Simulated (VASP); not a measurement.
# Sc (I4/mmm) in VASP: further runs, part 2 of 3

VASP 6.6.1. Earlier steps stand in the parts before.

## (3) Electric field gradients, LDA (volume scaled by 0.9405)

The input, INCAR:

```
PREC     = Accurate       # precision mode
ENCUT    = 520            # plane-wave cutoff, eV
EDIFF    = 1E-8           # SCF threshold, eV
ISMEAR   = -1             # smearing method
SIGMA    = 0.03           # smearing width, eV
LREAL    = False          # projectors in reciprocal space
LASPH    = True           # aspherical terms in the spheres
NELM     = 80             # most SCF steps
ALGO     = Normal         # electronic algorithm
ISIF     = 2              # what is computed and relaxed
LWAVE    = False          # write WAVECAR
LCHARG   = False          # write CHGCAR
LEFG     = True         
NBANDS   = 12             # bands
```

The input, KPOINTS:

```
regular mesh
0
Gamma
  13 13 13
```

The input, POSCAR:

```
Sc
1.0
   -1.8784007933      1.8784007933      1.6828383089
    1.8784007933     -1.8784007933      1.6828383089
    1.8784007933      1.8784007933     -1.6828383089
Sc
1
Direct
    0.0000000000      0.0000000000      0.0000000000
```

Potentials or basis: VASP PAW LDA potentials, release 64 (Sc_sv).

Launch:

```bash
> cat potpaw_LDA.64/Sc_sv/POTCAR > POTCAR
> mpirun -np 1 vasp_std > vasp.out
```

OUTCAR:

```text
PREC = Accurate
   ENCUT = 520
   EDIFF = 1E-8
   ISMEAR = -1
   LREAL = False
   LASPH = True
   NELM = 80
   ISIF = 2

 ion  position               nearest neighbor table
   1  0.000  0.000  0.000-

  LATTYP: Found a body centered tetragonal cell.
 ALAT       =     3.7568015866
 C/A-ratio  =     0.8958888406

  Lattice vectors:

 A1 = (  -1.8784007933,   1.8784007933,   1.6828383089)
 A2 = (   1.8784007933,  -1.8784007933,   1.6828383089)
 A3 = (   1.8784007933,   1.8784007933,  -1.6828383089)

Analysis of symmetry for initial positions (statically):
=====================================================================
 Subroutine PRICEL returns:
 Original cell was already a primitive cell.

 Routine SETGRP: Setting up the symmetry group for a
 body centered tetragonal supercell.

 Subroutine GETGRP returns: Found 16 space group operations
 (whereof 16 operations were pure point group operations)
 out of a pool of 16 trial point group operations.

The static configuration has the point symmetry D_4h.

Analysis of symmetry for dynamics (positions and initial velocities):
=====================================================================
 Subroutine PRICEL returns:
 Original cell was already a primitive cell.

 Routine SETGRP: Setting up the symmetry group for a
 body centered tetragonal supercell.

 Subroutine GETGRP returns: Found 16 space group operations
 (whereof 16 operations were pure point group operations)
 out of a pool of 16 trial point group operations.

The dynamic configuration has the point symmetry D_4h.

 Subroutine INISYM returns: Found 16 space group operations
 (whereof 16 operations are pure point group operations),
[... 152 lines left out ...]
      3     -23.7920      2.00000
      4     -23.7683      2.00000
      5      -1.4621      2.00000
      6       4.7896      0.00000
      7       5.5333      0.00000
      8       5.5333      0.00000
      9       6.2587      0.00000
     10       7.1081      0.00000
     11      17.6644      0.00000
     12      17.6644      0.00000
[... 331 lines left out ...]
 k-point    24 :       0.4615    0.1538   -0.0000
  band No.  band energies     occupation
      1     -44.9794      2.00000
      2     -24.2050      2.00000
      3     -23.9759      2.00000
      4     -23.8354      2.00000
      5       2.3186      2.00000
      6       3.8130      0.53051
      7       4.2231      0.00000
      8       6.6663      0.00000
      9       7.3185      0.00000
     10       8.6167      0.00000
     11      11.4621      0.00000
     12      13.3788      0.00000

 [... further k-points ...]
[... 5 lines left out ...]
  --------------------------------------------------------------------------------------
  -------------------------------------------------------------------------------------
  Total       -0.4015021     -0.4015021     -0.3567345      0.0000000      0.0000000     -0.0000000
  in kB      -27.0844165    -27.0844165    -24.0644976      0.0000000      0.0000000     -0.0000000
  external PRESSURE =     -26.0777769 kB  Pullay stress =       0.0000000 kB

 VOLUME and BASIS-vectors are now :
 -----------------------------------------------------------------------------
  energy-cutoff  :      520.00
  volume of cell :       23.75
      direct lattice vectors                 reciprocal lattice vectors
    -1.878400793  1.878400793  1.682838309     0.000000000  0.266183874  0.297117077
     1.878400793 -1.878400793  1.682838309     0.266183874  0.000000000  0.297117077
     1.878400793  1.878400793 -1.682838309     0.266183874  0.266183874  0.000000000

 POSITION                                       TOTAL-FORCE (eV/Angst)
 -----------------------------------------------------------------------------------
      0.00000      0.00000      0.00000         0.000000     -0.000000      0.000000
 -----------------------------------------------------------------------------------
    total drift:                                0.000000      0.000000      0.000000

  FREE ENERGIE OF THE ION-ELECTRON SYSTEM (eV)
  ---------------------------------------------------
  free  energy   TOTEN  =        -6.6000148068 eV

  energy  without entropy=       -6.5922430888  energy(sigma->0) =       -6.59612895

 Electric field gradients (V/A^2)
---------------------------------------------------------------------
 ion       V_xx      V_yy      V_zz      V_xy      V_xz      V_yz
---------------------------------------------------------------------
   1      -5.537    -5.537    11.073    -0.001    -0.001    -0.001
---------------------------------------------------------------------

 Electric field gradients after diagonalization (V/A^2)
 (convention: |V_zz| > |V_xx| > |V_yy|)
----------------------------------------------------------------------
 ion       V_xx      V_yy      V_zz     asymmetry (V_yy - V_xx)/ V_zz
----------------------------------------------------------------------
   1      -5.537    -5.536    11.073       0.000
----------------------------------------------------------------------

           NMR quadrupolar parameters

 Cq : quadrupolar parameter    Cq=e*Q*V_zz/h
 eta: asymmetry parameters     (V_yy - V_xx)/ V_zz
 Q  : nuclear electric quadrupole moment in mb (millibarn)
----------------------------------------------------------------------
 ion       Cq(MHz)       eta       Q (mb)
----------------------------------------------------------------------
   1       0.027       0.000       1.000
----------------------------------------------------------------------
```

OSZICAR:

```text
N       E                     dE             d eps       ncg     rms          rms(c)
DAV:   1     0.753144369941E+02    0.75314E+02   -0.50785E+03  4744   0.920E+02
DAV:   2    -0.573576712991E+01   -0.81050E+02   -0.79381E+02  4704   0.293E+02
DAV:   3    -0.731029203020E+01   -0.15745E+01   -0.15449E+01  6740   0.562E+01
DAV:   4    -0.733174855740E+01   -0.21457E-01   -0.21433E-01  6312   0.469E+00
DAV:   5    -0.733193248719E+01   -0.18393E-03   -0.18393E-03  6220   0.356E-01    0.551E+00
DAV:   6    -0.668881915072E+01    0.64311E+00   -0.95991E-01  7200   0.146E+01    0.158E+00
DAV:   7    -0.660697334132E+01    0.81846E-01   -0.16317E-01  7480   0.563E+00    0.544E-01
DAV:   8    -0.660085375659E+01    0.61196E-02   -0.17438E-02  5028   0.208E+00    0.199E-01
DAV:   9    -0.660002280966E+01    0.83095E-03   -0.26436E-03  7112   0.773E-01    0.290E-02
DAV:  10    -0.660001557338E+01    0.72363E-05   -0.90274E-05  7216   0.132E-01    0.638E-03
DAV:  11    -0.660001482734E+01    0.74604E-06   -0.17658E-06  7428   0.200E-02    0.113E-03
DAV:  12    -0.660001480786E+01    0.19482E-07   -0.84604E-08  7280   0.421E-03    0.192E-04
DAV:  13    -0.660001480679E+01    0.10637E-08   -0.19002E-09  2668   0.675E-04
   1 F= -.66000148E+01 E0= -.65961289E+01  d E =-.777172E-02
```

stdout:

```text
POSCAR found type information on POSCAR Sc
 POSCAR found :  1 types and       1 ions
 scaLAPACK will be used
 LDA part: xc-table for (Slater(with rela. corr.)+CA(PZ))
 , standard interpolation
 POSCAR, INCAR and KPOINTS ok, starting setup
 FFT: planning ... GRIDC
 FFT: planning ... GRID_SOFT
 FFT: planning ... GRID
 WAVECAR not read
 entering main loop
ion   1
```

Run time: 18 s. Hardware: 1 thread of Intel Xeon 6975P-C (Granite Rapids), shared host; peak memory 0.16 GiB.

What came out:

* Free energy: -6.6000 eV
* Pressure: -2.6 GPa

Electric field gradients, principal values (V/Å²):
```
atom   least  middle  greatest (by size)
1 Sc  -5.536  -5.537              11.073
```

Caveat: the cell differs from its parent crystal (volume scaled by 0.9405); without QUAD_EFG the Cq values of the log hold for a quadrupole moment of 1 mb, not for the nuclei.

## (4) Electric field gradients, LDA

This run uses another cell than the first one, of 25.25 Å³/atom, 1.063 times its volume.

The input, INCAR:

```
ALGO = Normal ; EDIFF = 1E-8
ENCUT = 520 ; ISIF = 2
ISMEAR = -1 ; LASPH = True
LCHARG = False ; LEFG = True
LREAL = False ; LWAVE = False
NBANDS = 12 ; NELM = 60
PREC = Accurate ; SIGMA = 0.03
```

The input, KPOINTS:

```
k-points
0
Gamma
  13 13 13
```

The input, POSCAR:

```
Sc
1.0
   -1.9172054859      1.9172054859      1.7176030000
    1.9172054859     -1.9172054859      1.7176030000
    1.9172054859      1.9172054859     -1.7176030000
Sc
1
Direct
    0.0000000000      0.0000000000      0.0000000000
```

Potentials or basis: VASP PAW LDA potentials, release 64 (Sc_sv).

Launch:

```bash
> cat potpaw_LDA.64/Sc_sv/POTCAR > POTCAR
> mpirun -np 1 vasp_std > vasp.out
```

OUTCAR:

```text
EDIFF = 1E-8
   ENCUT = 520
   ISIF = 2
   ISMEAR = -1
   LASPH = True
   LREAL = False
   NELM = 60
   PREC = Accurate

 ion  position               nearest neighbor table
   1  0.000  0.000  0.000-

  LATTYP: Found a body centered tetragonal cell.
 ALAT       =     3.8344109718
 C/A-ratio  =     0.8958888406

  Lattice vectors:

 A1 = (  -1.9172054859,   1.9172054859,   1.7176030000)
 A2 = (   1.9172054859,  -1.9172054859,   1.7176030000)
 A3 = (   1.9172054859,   1.9172054859,  -1.7176030000)

Analysis of symmetry for initial positions (statically):
=====================================================================
 Subroutine PRICEL returns:
 Original cell was already a primitive cell.

 Routine SETGRP: Setting up the symmetry group for a
 body centered tetragonal supercell.

 Subroutine GETGRP returns: Found 16 space group operations
[... 539 lines left out ...]
  external PRESSURE =     -53.8981371 kB  Pullay stress =       0.0000000 kB

 VOLUME and BASIS-vectors are now :
 -----------------------------------------------------------------------------
  energy-cutoff  :      520.00
  volume of cell :       25.25
      direct lattice vectors                 reciprocal lattice vectors
    -1.917205486  1.917205486  1.717603000     0.000000000  0.260796249  0.291103357
     1.917205486 -1.917205486  1.717603000     0.260796249  0.000000000  0.291103357
     1.917205486  1.917205486 -1.717603000     0.260796249  0.260796249  0.000000000

 POSITION                                       TOTAL-FORCE (eV/Angst)
 -----------------------------------------------------------------------------------
      0.00000      0.00000      0.00000         0.000000      0.000000      0.000000
 -----------------------------------------------------------------------------------
    total drift:                                0.000000      0.000000     -0.000000

  FREE ENERGIE OF THE ION-ELECTRON SYSTEM (eV)
  ---------------------------------------------------
  free  energy   TOTEN  =        -6.5624328588 eV

  energy  without entropy=       -6.5541334586  energy(sigma->0) =       -6.55828316

 Electric field gradients (V/A^2)
---------------------------------------------------------------------
 ion       V_xx      V_yy      V_zz      V_xy      V_xz      V_yz
---------------------------------------------------------------------
   1      -4.775    -4.775     9.550    -0.001    -0.001    -0.001
---------------------------------------------------------------------

 Electric field gradients after diagonalization (V/A^2)
 (convention: |V_zz| > |V_xx| > |V_yy|)
----------------------------------------------------------------------
 ion       V_xx      V_yy      V_zz     asymmetry (V_yy - V_xx)/ V_zz
----------------------------------------------------------------------
   1      -4.776    -4.774     9.550       0.000
----------------------------------------------------------------------

           NMR quadrupolar parameters

 Cq : quadrupolar parameter    Cq=e*Q*V_zz/h
 eta: asymmetry parameters     (V_yy - V_xx)/ V_zz
 Q  : nuclear electric quadrupole moment in mb (millibarn)
----------------------------------------------------------------------
 ion       Cq(MHz)       eta       Q (mb)
----------------------------------------------------------------------
   1       0.023       0.000       1.000
----------------------------------------------------------------------
```

stdout:

```text
POSCAR found type information on POSCAR Sc
 POSCAR found :  1 types and       1 ions
 scaLAPACK will be used
 LDA part: xc-table for (Slater(with rela. corr.)+CA(PZ))
 , standard interpolation
 POSCAR, INCAR and KPOINTS ok, starting setup
 FFT: planning ... GRIDC
 FFT: planning ... GRID_SOFT
 FFT: planning ... GRID
 WAVECAR not read
 entering main loop
ion   1
```

Run time: 19 s. Hardware: 1 thread of Intel Xeon 6975P-C (Granite Rapids), shared host; peak memory 0.16 GiB.

What came out:

* Free energy: -6.5624 eV
* Pressure: -5.4 GPa

Stress tensor (GPa, compression positive):
```
-5.50  0.00  0.00
 0.00 -5.50  0.00
 0.00  0.00 -5.16
```

Electric field gradients, principal values (V/Å²):
| atom | least | middle | greatest (by size) |
| --- | --- | --- | --- |
| 1 Sc | -4.774 | -4.776 | 9.550 |

Caveat: without QUAD_EFG the Cq values of the log hold for a quadrupole moment of 1 mb, not for the nuclei.

[end of part 2 of 3]
